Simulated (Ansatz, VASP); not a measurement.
# One calculation of Pb, two programs

INCAR

```
SYSTEM = Pb
PREC     = Accurate       ! precision mode
ENCUT    = 520            ! plane-wave cutoff, eV
EDIFF    = 1E-8           ! SCF threshold, eV
ISMEAR   = -1             ! smearing method
SIGMA    = 0.08           ! smearing width, eV
LREAL    = .False.        ! projectors in reciprocal space
LASPH    = .True.         ! aspherical terms in the spheres
NELM     = 80             ! most SCF steps
ALGO     = Normal         ! electronic algorithm
ISIF     = 2              ! what is computed and relaxed
LWAVE    = .False.        ! write WAVECAR
LCHARG   = .False.        ! write CHGCAR
GGA      = PS             ! functional
LEFG     = .True.       
NBANDS   = 21             ! bands
```

File KPOINTS:

```
Automatic mesh
0
Gamma
  14 14 8
  0 0 0
```

Contents of POSCAR:

```
Pb
1.0
    3.4329678887      0.0000000000      0.0000000000
   -1.7164839444      2.9730374020      0.0000000000
    0.0000000000      0.0000000000      5.5144501982
Pb
2
Direct
    0.3333333333      0.6666666667      0.2500000000
    0.6666666667      0.3333333333      0.7500000000
```

Input for Ansatz:

```yaml
crystal:
  lattice:
    - [3.4329678887, 0.0, 0.0]
    - [-1.7164839444, 2.973037402, 0.0]
    - [0.0, 0.0, 5.5144501982]
  atoms:
    - { symbol: Pb, position: [0.3333333333, 0.6666666667, 0.25] }
    - { symbol: Pb, position: [0.6666666667, 0.3333333333, 0.75] }
kpoints:
  mp_grid: { grid: [14, 14, 8] }
scf:
  occupations: { method: fermi_dirac, width: 0.08 }
hamiltonian:
  xc: pbesol
  pseudopotentials: { kind: all_electron, datasets: crystal }
output:
  forces: true
  stress: true
  eigenvalues: true
  efg: { contact_densities: true }
```

Change from the starting cell: volume scaled by 0.96, crystal datasets.

Alike in both runs: task electric field gradients; functional PBEsol; k mesh 14 × 14 × 8; occupations fermi-dirac, width 0.08 eV; no spin polarisation.

|  | VASP | Ansatz |
| --- | --- | --- |
| version | VASP 6.6.1 | Ansatz 0.2.0 |
| potentials or method | VASP PAW PBE potentials, release 64 (Pb_d), cutoff 520 eV | all-electron PAW with datasets made for the crystal, scalar-relativistic |

|  | VASP | Ansatz | Ansatz less VASP |
| --- | --- | --- | --- |
| pressure (GPa) | 3.2 | 3.3 | +0.08 |
| traceless stress, the component that is largest in VASP (GPa) | 1.50 | 1.50 | +0.005 |
| size of Vzz on the site where it differs most (V/Å²) | 56.7 | 59.4 | +2.67 |

VASP's potentials were made for PBE, not for PBEsol. Ansatz ran all-electron here, and VASP with PAW potentials.

Spin-orbit coupling is off throughout.
